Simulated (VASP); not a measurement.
Crystal: HfN.

```
Hf N
1.0
     3.13391    0.00000    0.00000
    -1.56695    2.71404    0.00000
     0.00000    0.00000    5.41677
Hf N
2 2
Direct
  0.33333 0.66667 0.25000
  0.66667 0.33333 0.75000
  0.00000 0.00000 0.50000
  0.00000 0.00000 0.00000
```

Base run:

```yaml
Program: VASP 6.6.1
Functional: PBE
Potentials_or_basis: VASP PAW PBE potentials, release 64 (Hf_pv, N)
Cutoff: 520 eV
k_mesh: 10 × 10 × 5
Occupations: fermi-dirac, width 0.05 eV
Spin: no spin polarisation
```

Its results: band gap on the k mesh zero (band 15 reaches 9.38 eV, above the bottom of band 16 at 7.70 eV); pressure 3.8 GPa.

Problem. The run is repeated on the same cell with these changes: functional from PBE to PBEsol. What comes out?

Solution. Band gap on the k mesh zero (band 15 reaches 9.19 eV, above the bottom of band 16 at 7.50 eV); pressure -4.5 GPa.

PBEsol binds more tightly than PBE, so the same cell stands under less pressure.

Caveats: spin-orbit coupling is left out, which moves the levels of the heavy elements; the PAW data sets were made with another functional, which shifts forces and pressure a little (some runs).
